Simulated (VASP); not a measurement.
# Al32AgO48 (a cell with a defect) in VASP: further runs

Al32AgO48 (a cell with a defect) is run at these levels: PBE; tasks: single point.

Everything below comes from runs of VASP 6.6.1. Logs are shortened: lines on timing, memory, paths and dates and some standing lists are left out, and cuts for length are marked.

## Step 1: The cell of the first run

The cell holds a defect, 81 atoms: a = 10.361 Å, b = 10.361 Å, c = 10.361 Å, α = 55.29°, β = 55.29°, γ = 55.29°.

## Step 2: Single point, PBE

INCAR reads:

```
  ALGO = Normal
  EDIFF = 1E-6
  ENCUT = 520
  GGA = PE
  ISIF = 2
  ISMEAR = -1
  LASPH = T
  LCHARG = F
  LREAL = Auto
  LWAVE = F
  NBANDS = 244
  NELECT = 394.0
  NELM = 60
  PREC = Accurate
  SIGMA = 0.01
```

KPOINTS reads:

```
k-points
0
Gamma
  1 1 1
```

POSCAR reads:

```
Al32AgO48
1.0
    4.8078835200      2.7758328500      8.7484141900
   -4.8078835200      2.7758328500      8.7484141900
    0.0000000000     -5.5516656900      8.7484141900
Al O Ag
32 48 1
Direct
    0.3018099118      0.3030869810      0.4016183233
    0.4364850140      0.4329452027      0.4268751198
    0.0745613432      0.0713299837      0.0805585139
    0.1775062620      0.1784815352      0.1736009831
    0.3190185063      0.3210104431      0.8167255804
    0.4177220950      0.4517792845      0.8792297240
    0.0732338963      0.0746813108      0.5745608740
    0.1618979991      0.1622730082      0.7078543180
    0.3254848908      0.8298211523      0.3215585314
    0.4243499733      0.9248616828      0.4337509085
    0.0666324008      0.5825800085      0.0645408338
    0.1728661860      0.6788578536      0.1723800786
    0.3220061981      0.8208167434      0.8281893615
    0.4261181146      0.9224421187      0.9303665033
    0.0731401943      0.5718188727      0.5754266816
    0.1749978340      0.6821810862      0.6668608327
    0.8279339875      0.3253908227      0.3201093139
    0.9275475679      0.4288077398      0.4214586666
    0.5836494940      0.0710684404      0.0493460098
    0.6961603310      0.1601847839      0.1998853971
    0.8194899519      0.3291956280      0.8180867546
    0.9250061360      0.4259909269      0.9254694563
    0.5752877047      0.0670875810      0.5852141684
    0.6795509859      0.1794546358      0.6693347962
    0.8260749205      0.8198247691      0.3255596658
    0.9293476935      0.9227017338      0.4297275401
    0.5775864669      0.5746352722      0.0740102119
    0.6765344721      0.6807284173      0.1718199488
    0.8267321140      0.8231253295      0.8198815893
    0.9230724708      0.9327478300      0.9237656301
    0.5820166401      0.5809658659      0.5576135555
    0.6763304474      0.6766524186      0.6741150303
    0.2253675789      0.0347398326      0.3720949374
    0.4745869891      0.1052693897      0.3453130090
    0.0322776847      0.3773550963      0.2172859818
    0.3758639279      0.2222146148      0.0169988740
    0.1140645976      0.2772613549      0.4843662396
    0.2598355763      0.5248355487      0.0757150932
    0.2220125602      0.0210241219      0.8879394908
    0.4765682484      0.1199710071      0.7823909984
    0.0244746550      0.3734007454      0.7261877483
    0.3628409588      0.2180504294      0.5677525582
    0.1235588611      0.2771116659      0.9706271436
    0.2753498151      0.4768888074      0.6198984002
    0.2244140220      0.5235564605      0.3752007330
    0.4742784545      0.6305607349      0.2768257315
    0.0268605174      0.8740091605      0.2248394833
    0.3765563984      0.7175600840      0.0319485148
    0.1283189206      0.7794686390      0.4682010182
    0.2787560812      0.9721530793      0.1268209902
    0.2138864734      0.5325826302      0.8632926994
    0.4723775824      0.6344516004      0.7634466918
    0.0298565061      0.8763605828      0.7167631098
    0.3767036909      0.7272733320      0.5217867659
    0.1126687902      0.8002349482      0.9669127224
    0.2709194127      0.9721743383      0.6342702653
    0.7313083818      0.0167640327      0.3894312272
    0.9738581848      0.1248971018      0.2784753450
    0.5497652598      0.3682781260      0.2356748517
    0.8750931274      0.2201608715      0.0306565703
    0.6299293130      0.2754357000      0.4731754560
    0.7834100339      0.4750508580      0.1207444975
    0.7301570032      0.0240906050      0.8638193572
    0.9670633681      0.1277585090      0.7813048864
    0.5228107996      0.3874318959      0.6989750090
    0.8766777604      0.2248807717      0.5246494516
    0.6340178608      0.2804348355      0.9186669585
    0.7790904160      0.4770870513      0.6172357758
    0.7264087813      0.5311846258      0.3662511767
    0.9713365261      0.6272293960      0.2754281120
    0.5293399279      0.8836750512      0.2162169812
    0.8717529755      0.7292095887      0.0244197841
    0.6287619686      0.7778712382      0.4674632459
    0.7672394493      0.9842068521      0.1265254822
    0.7168786181      0.5246339440      0.8775305693
    0.9694844448      0.6256000738      0.7752621007
    0.5275710782      0.8718570812      0.7254894082
    0.8779068714      0.7164507969      0.5297027153
    0.6262924670      0.7777416435      0.9711721324
    0.7806798072      0.9701887661      0.6253266489
    0.4404599144      0.3158323111      0.1403455913
```

Potentials or basis: VASP PAW PBE potentials, release 64 (Al, O, Ag).

Command:

```
> cat potpaw_PBE.64/Al/POTCAR potpaw_PBE.64/O/POTCAR potpaw_PBE.64/Ag/POTCAR > POTCAR
> mpirun -np 1 vasp_gam > vasp.out
```

OUTCAR:

```text
EDIFF = 1E-6
   ENCUT = 520
   GGA = PE
   ISIF = 2
   ISMEAR = -1
   LASPH = T
   LREAL = Auto
   NELECT = 394.0
   NELM = 60
   PREC = Accurate

 ion  position               nearest neighbor table
   1  0.302  0.303  0.402-  42 1.74  37 1.74  45 1.84  34 1.93  81 2.19  59 2.37   8 2.49   2 2.60
                            12 3.12  15 3.15  20 3.19  10 3.23  18 3.23  23 3.25   7 3.34
   2  0.436  0.433  0.427-  46 1.83  44 1.83  61 1.84  59 1.93  45 2.10  42 2.15   1 2.60  27 2.81
                            15 2.89  23 2.92   5 3.13  17 3.17   9 3.22
   3  0.075  0.071  0.081-  39 1.84  47 1.87  60 1.90  58 1.95  50 1.97  43 1.98   4 2.65  26 2.80
                            14 2.82  22 2.85  20 3.07   8 3.08  12 3.23
   4  0.178  0.178  0.174-  35 1.86  36 1.87  33 1.88  50 1.99  58 1.99  43 2.01   3 2.65   9 2.80
                            17 2.80   5 2.84   7 3.27  19 3.28  11 3.28
   5  0.319  0.321  0.817-  43 1.84  44 1.85  40 1.85  36 2.00  51 2.03  65 2.05   6 2.58   4 2.84
                            24 2.87  16 2.88   2 3.13  22 3.20  14 3.23
   6  0.418  0.452  0.879-  52 1.79  65 1.84  51 1.85  38 1.99  67 2.01  36 2.12  81 2.32   5 2.58
                            31 2.62  11 2.86  19 3.07  13 3.14  16 3.22  21 3.35
   7  0.073  0.075  0.575-  53 1.86  66 1.87  33 1.88  37 1.95  56 1.98  64 2.02   8 2.72  30 2.79
                            10 2.81  18 2.84  24 3.22  16 3.23   4 3.27   1 3.34
   8  0.162  0.162  0.708-  39 1.79  41 1.86  64 1.88  42 1.94  56 1.98  37 2.13   1 2.49   7 2.72
                            13 2.73  21 2.74   3 3.08  15 3.33  30 3.34
   9  0.325  0.830  0.322-  50 1.84  46 1.87  49 1.88  54 1.95  71 2.00  33 2.00  10 2.68  16 2.78
                             4 2.80  28 2.82  14 3.21   2 3.22  26 3.24
  10  0.424  0.925  0.434-  34 1.79  73 1.87  56 1.90  54 1.94  33 1.99  71 2.05   9 2.68  31 2.75
[... 33 lines left out ...]
  27  0.578  0.575  0.074-  75 1.87  48 1.87  59 1.88  79 1.97  62 1.99  46 2.00  28 2.65  22 2.79
                            14 2.79   2 2.81  32 3.28  81 3.29  12 3.32  20 3.33
  28  0.677  0.681  0.172-  72 1.86  69 1.86  71 1.90  46 1.96  79 1.96  62 1.99  27 2.65  29 2.81
                             9 2.82  17 2.85  31 3.16  19 3.16  11 3.18
  29  0.827  0.823  0.820-  80 1.84  76 1.86  79 1.89  63 1.93  72 1.98  53 1.99  30 2.71  16 2.79
                            28 2.81  24 2.85  26 3.18  22 3.25  14 3.27
  30  0.923  0.933  0.924-  55 1.78  64 1.83  74 1.93  63 1.97  72 1.99  53 2.04  19 2.70  29 2.71
                            11 2.79   7 2.79  21 3.23  13 3.26  25 3.28   8 3.34
  31  0.582  0.581  0.558-  69 1.83  54 1.88  65 1.89  73 1.93  68 1.97  52 2.00   6 2.62  32 2.68
                            10 2.75  18 2.77  28 3.16  24 3.28  16 3.32
  32  0.676  0.677  0.674-  78 1.87  77 1.87  75 1.89  52 1.97  68 1.98  73 2.00  31 2.68  21 2.78
                            25 2.79  13 2.84  23 3.22  15 3.24  27 3.28
  33  0.225  0.035  0.372-   4 1.88   7 1.88  10 1.99   9 2.00
  34  0.475  0.105  0.345-  10 1.79   1 1.93  81 2.02  20 2.11
  35  0.032  0.377  0.217-   4 1.86  11 1.88  18 1.99  17 2.00
  36  0.376  0.222  0.017-   4 1.87  19 1.89   5 2.00   6 2.12  81 2.48
  37  0.114  0.277  0.484-   1 1.74  18 1.85   7 1.95   8 2.13
  38  0.260  0.525  0.076-  11 1.79  12 1.88  81 1.95   6 1.99
  39  0.222  0.021  0.888-   8 1.79   3 1.84  14 1.95  13 2.01
  40  0.477  0.120  0.782-   5 1.85  14 1.88  23 1.94  24 2.01
  41  0.024  0.373  0.726-   8 1.86  15 1.88  22 1.96  21 1.98
  42  0.363  0.218  0.568-   1 1.74  23 1.88   8 1.94   2 2.15
[... 14 lines left out ...]
  57  0.731  0.017  0.389-  20 1.75  23 1.87  26 1.89  25 2.02
  58  0.974  0.125  0.278-  17 1.87  26 1.90   3 1.95   4 1.99
  59  0.550  0.368  0.236-  27 1.88  20 1.91   2 1.93  81 2.27   1 2.37
  60  0.875  0.220  0.031-  20 1.81   3 1.90  22 1.99  21 2.08
  61  0.630  0.275  0.473-   2 1.84  17 1.89  24 1.92  23 2.03
  62  0.783  0.475  0.121-  22 1.86  17 1.87  27 1.99  28 1.99
  63  0.730  0.024  0.864-  19 1.77  24 1.86  29 1.93  30 1.97
  64  0.967  0.128  0.781-  30 1.83  21 1.86   8 1.88   7 2.02
  65  0.523  0.387  0.699-   6 1.84  31 1.89  24 1.89   5 2.05
[... 13 lines left out ...]
  79  0.626  0.778  0.971-  14 1.86  29 1.89  28 1.96  27 1.97
  80  0.781  0.970  0.625-  29 1.84  26 1.85  23 1.95  24 2.00
  81  0.440  0.316  0.140-  38 1.95  34 2.02  67 2.08   1 2.19  59 2.27   6 2.32  20 2.42  36 2.48
                            19 2.52  12 3.23  27 3.29  21 3.43  10 3.44  11 3.47

  LATTYP: Found a trigonal (rhomboedric) cell.
 ALAT       =    10.3612616410
 COS(alpha) =     0.5693617618

[... 250 lines left out ...]
   total plane-waves  NPLWV = 512000
   dimension x,y,z NGX =    80 NGY =   80 NGZ =   80
   dimension x,y,z NGXF=   160 NGYF=  160 NGZF=  160
   ions per type =              32  48   1
   NGX,Y,Z   is equivalent  to a cutoff of  12.84, 12.84, 12.84 a.u.
   NGXF,Y,Z  is equivalent  to a cutoff of  25.67, 25.67, 25.67 a.u.
 SYSTEM =  unknown system
   PREC   = accura    normal or accurate (medium, high low for compatibility)
   ISTART =      0    job   : 0-new  1-cont  2-samecut
   ICHARG =      2    charge: 1-file 2-atom 10-const
   ISPIN  =      1    spin polarized calculation?
   LNONCOLLINEAR =      F non collinear calculations
   LSORBIT =      F    spin-orbit coupling
   LASPH  =      T    aspherical Exc in radial PAW
   ENCUT  =  520.0 eV  38.22 Ry    6.18 a.u.  19.27 19.27 19.27*2*pi/ulx,y,z
   NELM   =     60;   NELMIN=  2; NELMDL= -5     # of ELM steps
   EDIFF  = 0.1E-05   stopping-criterion for ELM
   LREAL  =      T    real-space projection
   EDIFFG = 0.1E-04   stopping-criterion for IOM
   NSW    =      0    number of steps for IOM
   IBRION =     -1    ionic relax: 0-MD 1-quasi-New 2-CG
   NFREE  =      0    steps in history (QN), initial steepest desc. (CG)
   ISIF   =      2    stress and relaxation
   ISYM   =      2    0-nonsym 1-usesym 2-fastsym
   POTIM  = 0.5000    time-step for ionic-motion
   TEBEG  =    0.0;   TEEND  =   0.0 temperature during run
   PSTRESS=    0.0 pullay stress
   NELECT =     394.0000    total number of electrons
   NUPDOWN=      -1.0000    fix difference up-down
   EMIN   =  10.00;   EMAX   =-10.00  energy-range for DOS
   EFERMI =   0.00;   METHOD = LEGACY
   ISMEAR =    -1;   SIGMA  =   0.01  broadening in eV -4-tet -1-fermi 0-gaus
   EFERMI_NEDOS =   21; number of points for ismear=-14 and -15
   IALGO  =     38    algorithm
   IMIX   =      4    mixing-type and parameters
     AMIX     =   0.40;   BMIX     =  1.00
     AMIX_MAG =   1.60;   BMIX_MAG =  1.00
  volume/ion in A,a.u.               =       8.65        58.36
  Fermi-wavevector in a.u.,A,eV,Ry     =   1.351339  2.553660 24.845829  1.826117
  Thomas-Fermi vector in A             =   2.478769
   LORBIT       =      0    0 simple, 1 ext, 2 COOP (PROOUT), +10 PAW based schemes
   GGA     = PE    functional components
   LHFCALC =     F    Hartree Fock is set to
   AEXX    =    0.0000 exact exchange contribution
   IVDW    =     0    specifies the selected vdW correction
   LEPSILON=     F    determine dielectric tensor
   LRPA    =     F    only Hartree local field effects (RPA)
 non-spin polarized calculation
  energy-cutoff  :      520.00
  volume of cell :      700.53
 maximum number of plane-waves:      9404
 NGX is ok and might be reduce to    80
   NGX = 39   NGY = 39   NGZ = 39

 number of electron     394.0000008 magnetization

 Free energy of the ion-electron system (eV)
  ---------------------------------------------------
  ext. energy  EPLUGINS =         0.00000000
  ---------------------------------------------------
  free energy    TOTEN  =      -598.03624978 eV

  energy without entropy =     -598.03624978  energy(sigma->0) =     -598.03624978

 E-fermi :   7.3723     XC(G=0): -11.6551

 val. band max:        7.1178726233   @ k =   0.0000   0.0000   0.0000
 cond. band min:      10.9963875374   @ k =   0.0000   0.0000   0.0000
 fundamental gap:      3.8785149141
 Fermi energy:         7.3722699631

 k-point     1 :       0.0000    0.0000    0.0000
  band No.  band energies     occupation
      1     -13.0306      2.00000
      2     -12.1756      2.00000
      3     -12.0932      2.00000
      4     -12.0539      2.00000
      5     -12.0251      2.00000
      6     -11.9712      2.00000
[... 201 lines left out ...]
    208      15.1667      0.00000
    209      15.2227      0.00000
 [bands above 209 left out]

------------------------ aborting loop because EDIFF is reached ----------------------------------------

  FORCE on cell =-STRESS in cart. coord.  units (eV):
  Direction    XX          YY          ZZ          XY          YZ          ZX
  --------------------------------------------------------------------------------------
  -------------------------------------------------------------------------------------
  Total       22.2576800     34.6317207     22.1775133     -5.0676322    -15.0385704      6.5875438
  in kB       50.9052578     79.2057696     50.7219096    -11.5901173    -34.3945237     15.0662880
  external PRESSURE =      60.2776457 kB  Pullay stress =       0.0000000 kB

 VOLUME and BASIS-vectors are now :
 -----------------------------------------------------------------------------
  energy-cutoff  :      520.00
  volume of cell :      700.53
      direct lattice vectors                 reciprocal lattice vectors
     4.807883520  2.775832850  8.748414190     0.103995864  0.060042040  0.038102144
    -4.807883520  2.775832850  8.748414190    -0.103995864  0.060042040  0.038102144
     0.000000000 -5.551665690  8.748414190     0.000000000 -0.120084080  0.038102144

 POSITION                                       TOTAL-FORCE (eV/Angst)
 -----------------------------------------------------------------------------------
     -0.00614     -0.55056      8.80541        -0.018802     -0.029803     -0.020188
      0.01702      0.04352     11.34062        -0.002488     -0.005110      0.007272
      0.01554     -0.04226      1.98108         0.000853      0.000557     -0.013430
     -0.00469      0.02439      4.63306         0.000007     -0.003875      0.001126
     -0.00958     -2.75757     12.74429        -0.004651      0.005154     -0.011725
     -0.16374     -2.46760     15.29862         0.008954     -0.009597      0.011218
[... 73 lines left out ...]
     -0.91114      1.38851     20.78794         0.004874      0.000921     -0.001410
      0.59920      1.32019      7.84416        -0.031026      0.003679      0.008003
 -----------------------------------------------------------------------------------
    total drift:                               -0.006785     -0.004021      0.018808

  FREE ENERGIE OF THE ION-ELECTRON SYSTEM (eV)
  ---------------------------------------------------
  free  energy   TOTEN  =      -598.0362497750 eV

  energy  without entropy=     -598.0362497750  energy(sigma->0) =     -598.03624978
```

Wall time 6.4 min (1 thread of Intel Xeon Platinum 8375C at 2.90GHz (Ice Lake), shared host); peak memory 0.94 GiB.

What came out:

```
Free energy   : -598.0362 eV
Largest force : 0.043 eV/Å
```

Forces in eV/Å, atoms in the order of the input:
```
Al  -0.019 -0.030 -0.020
Al  -0.002 -0.005  0.007
Al   0.001  0.001 -0.013
Al   0.000 -0.004  0.001
Al  -0.005  0.005 -0.012
Al   0.009 -0.010  0.011
Al  -0.007 -0.003 -0.006
Al   0.004 -0.009  0.007
Al  -0.001 -0.001 -0.013
Al   0.009 -0.013 -0.004
Al   0.005 -0.011 -0.031
Al   0.010 -0.009  0.003
Al   0.013 -0.003 -0.010
Al  -0.009  0.001  0.008
Al  -0.003 -0.001 -0.004
Al  -0.002  0.004  0.008
Al   0.001 -0.001 -0.010
Al   0.001  0.006  0.008
Al   0.011  0.010 -0.014
Al   0.002 -0.004  0.000
Al   0.009  0.008 -0.008
Al  -0.002 -0.001  0.010
Al   0.005  0.001 -0.004
Al   0.003 -0.013  0.006
Al   0.001  0.000 -0.003
Al  -0.004 -0.003  0.010
Al  -0.007  0.008 -0.003
Al   0.002  0.001  0.009
Al  -0.003  0.001 -0.008
Al  -0.010 -0.003 -0.005
Al  -0.003 -0.005 -0.009
Al  -0.005 -0.001  0.003
O    0.004 -0.002  0.004
O   -0.006  0.042  0.007
O   -0.010  0.005  0.005
O    0.002  0.001  0.017
O    0.005  0.024  0.016
O    0.024  0.029  0.006
O    0.004 -0.002  0.006
O   -0.002 -0.006  0.008
O    0.000  0.011 -0.002
O    0.007  0.001  0.012
O   -0.001  0.005 -0.003
O    0.002  0.000 -0.001
O   -0.003  0.004  0.000
O   -0.003 -0.003  0.003
O   -0.005  0.002  0.003
O    0.001 -0.002  0.004
O    0.000  0.003  0.002
O    0.005  0.002  0.004
O   -0.001 -0.001 -0.006
O   -0.003 -0.002  0.002
O    0.006  0.006  0.000
O    0.000 -0.010 -0.001
O    0.008  0.001  0.012
O   -0.003  0.012  0.000
O    0.006 -0.004  0.008
O    0.000 -0.003  0.003
O    0.007 -0.003 -0.020
O   -0.002  0.004  0.000
O   -0.006  0.007 -0.008
O    0.003  0.000  0.003
O   -0.002 -0.002 -0.001
O    0.000 -0.002  0.003
O    0.005  0.002 -0.007
O    0.001  0.000 -0.001
O   -0.015 -0.014 -0.002
O   -0.001 -0.010  0.005
O    0.001  0.006 -0.003
O    0.007 -0.004 -0.002
O    0.000 -0.007  0.004
O   -0.008 -0.005  0.004
O   -0.004  0.003  0.000
O   -0.004  0.001 -0.001
O    0.004 -0.002 -0.002
O    0.000 -0.005 -0.001
O    0.001  0.001 -0.003
O    0.000 -0.008  0.001
O    0.000  0.004  0.003
O    0.005  0.001 -0.001
Ag  -0.031  0.004  0.008
```

Levels at points of the mesh, in eV from the Fermi level:
```
           k point  band 195  band 196  band 197  band 198  band 199  band 200
(0.00, 0.00, 0.00)     -0.84     -0.53     -0.25      3.62      5.38      5.83
```

Caveat: the k points lie up to 0.79 Å⁻¹ apart; the cell carries a net charge on a neutralising background, which shifts energy and pressure; the cell is charged against a uniform background, so pressure and absolute levels hang on convention.

(Part 1 of 3 ends here.)
